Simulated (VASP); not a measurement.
# Si (Imma) in VASP: single point with PBEsol

Aim: the single point of Si with PBEsol.

Program: VASP 6.6.1. These are calculated values, not measurements. Logs are shortened: lines on timing, memory, paths and dates and some standing lists are left out, and cuts for length are marked.

### 1 The cell of the first run

The structure is orthorhombic, space group Imma (No. 74). The conventional cell has a = 3.822 Å, b = 3.880 Å, c = 5.488 Å, α = 90.00°, β = 90.00°, γ = 90.00°. Si (site symmetry mm2) has 4 Si at 2.36 to 2.37 Å within 3.1 Å.

### 2 Single point, PBEsol

File INCAR:

```
PREC = Accurate
ENCUT = 500
EDIFF = 1E-6
ISMEAR = 0
SIGMA = 0.01
LREAL = False
LASPH = True
NELM = 120
ALGO = Normal
ISIF = 2
LWAVE = False
LCHARG = False
GGA = PS
NBANDS = 11
GGA_COMPAT = False
```

File KPOINTS:

```
regular mesh
0
Gamma
  4 4 4
```

File POSCAR:

```
Si
1.0
   -0.0205219000      2.7233769500      2.7438988500
    2.7233769500     -0.0205219000      2.7438988500
    2.7028550500      2.7028550500      0.0000000000
Si
2
Direct
   -0.0009548732     -0.0009548732      0.0009548732
    0.2509548732      0.2509548732      0.2490451268
```

Potentials or basis: VASP PAW PBE potentials, release 64 (Si).

Launch:

```console
$ cat potpaw_PBE.64/Si/POTCAR > POTCAR
$ mpirun -np 1 vasp_std > vasp.out
```

OUTCAR:

```text
PREC = Accurate
   ENCUT = 500
   EDIFF = 1E-6
   ISMEAR = 0
   LREAL = False
   LASPH = True
   NELM = 120
   ISIF = 2
   GGA = PS

 ion  position               nearest neighbor table
   1  0.999  0.999  0.001-   2 2.36   2 2.36   2 2.37   2 2.37
   2  0.251  0.251  0.249-   1 2.36   1 2.36   1 2.37   1 2.37

  LATTYP: Found a body centered orthorhombic cell.
 ALAT       =     3.8224142688
 B/A-ratio  =     1.0151853500
 C/A-ratio  =     1.4356888903

  Lattice vectors:

 A1 = (   0.0205219000,  -2.7233769500,  -2.7438988500)
 A2 = (  -0.0205219000,   2.7233769500,  -2.7438988500)
 A3 = (   2.7233769500,  -0.0205219000,   2.7438988500)

Analysis of symmetry for initial positions (statically):
=====================================================================
 Subroutine PRICEL returns:
 Original cell was already a primitive cell.

 Routine SETGRP: Setting up the symmetry group for a
 body centered orthorhombic supercell.

 Subroutine GETGRP returns: Found  8 space group operations
 (whereof  4 operations were pure point group operations)
 out of a pool of  8 trial point group operations.

The static configuration has the point symmetry C_2v.
 The point group associated with its full space group is D_2h.

Analysis of symmetry for dynamics (positions and initial velocities):
=====================================================================
 Subroutine PRICEL returns:
 Original cell was already a primitive cell.

 Routine SETGRP: Setting up the symmetry group for a
 body centered orthorhombic supercell.

 Subroutine GETGRP returns: Found  8 space group operations
 (whereof  4 operations were pure point group operations)
 out of a pool of  8 trial point group operations.

The dynamic configuration has the point symmetry C_2v.
 The point group associated with its full space group is D_2h.

 Subroutine INISYM returns: Found  8 space group operations
 (whereof  4 operations are pure point group operations),
 and found     1 'primitive' translations

----------------------------------------------------------------------------------------

                                     Primitive cell

  volume of cell :      40.6995

  direct lattice vectors                    reciprocal lattice vectors
    -0.020521900  2.723376950  2.743898850    -0.182222461  0.182222461  0.182222461
     2.723376950 -0.020521900  2.743898850     0.182222461 -0.182222461  0.182222461
     2.702855050  2.702855050  0.000000000     0.184989572  0.184989572 -0.182222461

  length of vectors
     3.866029495  3.866029495  3.822414269     0.315618560  0.315618560  0.318821751

  position of ions in fractional coordinates (direct lattice)
     0.999045127  0.999045127  0.000954873
     0.250954873  0.250954873  0.249045127

  ion indices of the primitive-cell ions
   primitive index   ion index
                 1           1
                 2           2

----------------------------------------------------------------------------------------

 KPOINTS: regular mesh

Automatic generation of k-mesh.
 Grid dimensions read from file:
 generate k-points for:    4    4    4

 Generating k-lattice:

  Cartesian coordinates                     Fractional coordinates (reciprocal lattice)
    -0.045555615  0.045555615  0.045555615     0.250000000  0.000000000  0.000000000
     0.045555615 -0.045555615  0.045555615     0.000000000  0.250000000  0.000000000
     0.046247393  0.046247393 -0.045555615    -0.000000000 -0.000000000  0.250000000

  Length of vectors
     0.078904640  0.078904640  0.079705438

  Shift w.r.t. Gamma in fractional coordinates (k-lattice)
     0.000000000  0.000000000  0.000000000

 Subroutine IBZKPT returns following result:
 ===========================================

 Found     18 irreducible k-points:

 Following reciprocal coordinates:
            Coordinates               Weight
  0.000000  0.000000  0.000000      1.000000
  0.250000 -0.000000  0.000000      4.000000
  0.500000 -0.000000  0.000000      2.000000
  0.250000  0.250000  0.000000      2.000000
  0.500000  0.250000  0.000000      4.000000
 -0.250000  0.250000  0.000000      2.000000
[... 10 lines left out ...]
  0.250000  0.250000  0.500000      2.000000
 -0.250000  0.250000  0.500000      2.000000
   k-points           NKPTS =     18   k-points in BZ     NKDIM =     18   number of bands    NBANDS=     11
   number of dos      NEDOS =    301   number of ions     NIONS =      2
   total plane-waves  NPLWV =  21952
   dimension x,y,z NGX =    28 NGY =   28 NGZ =   28
   dimension x,y,z NGXF=    56 NGYF=   56 NGZF=   56
   ions per type =               2
   NGX,Y,Z   is equivalent  to a cutoff of  12.04, 12.04, 12.18 a.u.
   NGXF,Y,Z  is equivalent  to a cutoff of  24.08, 24.08, 24.36 a.u.
 SYSTEM =  unknown system
   PREC   = accura    normal or accurate (medium, high low for compatibility)
   ISTART =      0    job   : 0-new  1-cont  2-samecut
   ICHARG =      2    charge: 1-file 2-atom 10-const
   ISPIN  =      1    spin polarized calculation?
   LNONCOLLINEAR =      F non collinear calculations
   LSORBIT =      F    spin-orbit coupling
   LASPH  =      T    aspherical Exc in radial PAW
   ENCUT  =  500.0 eV  36.75 Ry    6.06 a.u.   7.05  7.05  6.97*2*pi/ulx,y,z
   NELM   =    120;   NELMIN=  2; NELMDL= -5     # of ELM steps
   EDIFF  = 0.1E-05   stopping-criterion for ELM
   LREAL  =      F    real-space projection
   EDIFFG = 0.1E-04   stopping-criterion for IOM
   NSW    =      0    number of steps for IOM
   IBRION =     -1    ionic relax: 0-MD 1-quasi-New 2-CG
   NFREE  =      0    steps in history (QN), initial steepest desc. (CG)
   ISIF   =      2    stress and relaxation
   ISYM   =      2    0-nonsym 1-usesym 2-fastsym
   POTIM  = 0.5000    time-step for ionic-motion
   TEBEG  =    0.0;   TEEND  =   0.0 temperature during run
   PSTRESS=    0.0 pullay stress
   NELECT =       8.0000    total number of electrons
   NUPDOWN=      -1.0000    fix difference up-down
   EMIN   =  10.00;   EMAX   =-10.00  energy-range for DOS
   EFERMI =   0.00;   METHOD = LEGACY
   ISMEAR =     0;   SIGMA  =   0.01  broadening in eV -4-tet -1-fermi 0-gaus
   EFERMI_NEDOS =   21; number of points for ismear=-14 and -15
   IALGO  =     38    algorithm
   IMIX   =      4    mixing-type and parameters
     AMIX     =   0.40;   BMIX     =  1.00
     AMIX_MAG =   1.60;   BMIX_MAG =  1.00
  volume/ion in A,a.u.               =      20.35       137.33
  Fermi-wavevector in a.u.,A,eV,Ry     =   0.951865  1.798763 12.327507  0.906046
  Thomas-Fermi vector in A             =   2.080374
   LORBIT       =      0    0 simple, 1 ext, 2 COOP (PROOUT), +10 PAW based schemes
   GGA     = PS    functional components
   LHFCALC =     F    Hartree Fock is set to
   AEXX    =    0.0000 exact exchange contribution
   IVDW    =     0    specifies the selected vdW correction
   LEPSILON=     F    determine dielectric tensor
   LRPA    =     F    only Hartree local field effects (RPA)
 non-spin polarized calculation
 Gauss-broadening in eV      SIGMA  =   0.01
  energy-cutoff  :      500.00
  volume of cell :       40.70
 maximum number of plane-waves:      1048
   NGX = 15   NGY = 15   NGZ = 13

 number of electron       8.0000000 magnetization

 Free energy of the ion-electron system (eV)
  ---------------------------------------------------
  ext. energy  EPLUGINS =         0.00000000
  ---------------------------------------------------
  free energy    TOTEN  =       -11.29320825 eV

  energy without entropy =      -11.29320825  energy(sigma->0) =      -11.29320825

 E-fermi :   5.8629     XC(G=0):  -9.4697

 val. band max:        5.7606443775   @ k =   0.0000   0.0000   0.0000
 cond. band min:       6.1974015682   @ k =   0.5000   0.5000   0.0000
 fundamental gap:      0.4367571907
 Fermi energy:         5.8628986679

 k-point     1 :       0.0000    0.0000    0.0000
  band No.  band energies     occupation
      1      -6.2176      2.00000
      2       5.6208      2.00000
      3       5.6351      2.00000
      4       5.7606      2.00000
      5       8.0693      0.00000
      6       8.1451      0.00000
      7       8.2390      0.00000
      8       8.8458      0.00000
      9      13.2590      0.00000
     10      13.3023      0.00000
     11      13.3986      0.00000

 k-point     2 :       0.2500   -0.0000    0.0000
  band No.  band energies     occupation
      1      -5.4349      2.00000
      2       1.6921      2.00000
      3       4.8875      2.00000
      4       5.0125      2.00000
      5       7.6254      0.00000
      6       9.0672      0.00000
      7       9.1690      0.00000
      8      12.3488      0.00000
      9      12.7266      0.00000
     10      12.8582      0.00000
     11      14.4037      0.00000

 k-point     3 :       0.5000   -0.0000    0.0000
  band No.  band energies     occupation
      1      -3.9424      2.00000
      2      -1.2937      2.00000
      3       4.4589      2.00000
      4       4.5813      2.00000
      5       7.1386      0.00000
      6       8.9076      0.00000
      7       9.0262      0.00000
      8      13.1941      0.00000
      9      16.0466      0.00000
     10      16.1275      0.00000
     11      16.6160      0.00000
[... 183 lines left out ...]
 k-point    17 :       0.2500    0.2500    0.5000
  band No.  band energies     occupation
      1      -4.1488      2.00000
      2       0.1917      2.00000
      3       1.8986      2.00000
      4       4.3218      2.00000
      5       7.9721      0.00000
      6      10.3169      0.00000
      7      10.5878      0.00000
      8      11.5232      0.00000
      9      11.9491      0.00000
     10      15.4124      0.00000
     11      17.9556      0.00000

 k-point    18 :      -0.2500    0.2500    0.5000
  band No.  band energies     occupation
      1      -1.9364      2.00000
      2      -1.9364      2.00000
      3       1.8185      2.00000
      4       1.8185      2.00000
      5       9.7706      0.00000
      6       9.7706      0.00000
      7      10.4746      0.00000
      8      10.4746      0.00000
      9      16.1709      0.00000
     10      16.1709      0.00000
     11      18.6266      0.00000

------------------------ aborting loop because EDIFF is reached ----------------------------------------

  FORCE on cell =-STRESS in cart. coord.  units (eV):
  Direction    XX          YY          ZZ          XY          YZ          ZX
  --------------------------------------------------------------------------------------
  -------------------------------------------------------------------------------------
  Total       -0.0983264     -0.0983264     -0.2837083      0.2790818      0.0000000      0.0000000
  in kB       -3.8707189     -3.8707189    -11.1684694     10.9863444      0.0000000      0.0000000
  external PRESSURE =      -6.3033024 kB  Pullay stress =       0.0000000 kB

 VOLUME and BASIS-vectors are now :
 -----------------------------------------------------------------------------
  energy-cutoff  :      500.00
  volume of cell :       40.70
      direct lattice vectors                 reciprocal lattice vectors
    -0.020521900  2.723376950  2.743898850    -0.182222461  0.182222461  0.182222461
     2.723376950 -0.020521900  2.743898850     0.182222461 -0.182222461  0.182222461
     2.702855050  2.702855050  0.000000000     0.184989572  0.184989572 -0.182222461

 POSITION                                       TOTAL-FORCE (eV/Angst)
 -----------------------------------------------------------------------------------
      2.70286      2.70286      5.48256        -0.000000     -0.000000      0.008295
      1.35143      1.35143      1.37719         0.000000      0.000000     -0.008295
 -----------------------------------------------------------------------------------
    total drift:                               -0.000000     -0.000000     -0.000000

  FREE ENERGIE OF THE ION-ELECTRON SYSTEM (eV)
  ---------------------------------------------------
  free  energy   TOTEN  =       -11.2932082452 eV

  energy  without entropy=      -11.2932082452  energy(sigma->0) =      -11.29320825
```

Wall time 3 s (1 thread of Intel Xeon 6975P-C (Granite Rapids), shared host); peak memory 0.14 GiB.

Results:

```yaml
Free_energy: -11.2932 eV
Pressure: -0.6 GPa
Largest_force: 0.008 eV/Å
Band_gap_on_the_k_mesh: 0.44 eV, indirect (least direct gap 2.31 eV)
```

Forces on the atoms (eV/Å):
```
Si   0.000  0.000  0.008
Si   0.000  0.000 -0.008
```

Levels at points of the mesh, in eV from the valence-band top:
```tsv
k point	band 1	band 2	band 3	band 4	band 5	band 6	band 7	band 8	band 9
(0.00, 0.00, 0.00)	-11.98	-0.14	-0.13	0.00	2.31	2.38	2.48	3.09	7.50
(0.50, 0.00, 0.00)	-9.70	-7.05	-1.30	-1.18	1.38	3.15	3.27	7.43	10.29
(0.50, 0.50, 0.00)	-7.93	-7.87	-2.99	-2.79	0.44	0.66	9.79	9.88	10.77
(0.00, 0.00, 0.50)	-9.63	-7.03	-1.34	-1.31	1.23	3.13	3.14	7.32	10.28
(0.50, 0.00, 0.50)	-7.86	-7.86	-2.95	-2.95	0.49	0.49	9.80	9.80	10.79
```

Caveat: the k points lie up to 0.50 Å⁻¹ apart; the PAW data sets were made with another functional, which shifts forces and pressure a little.
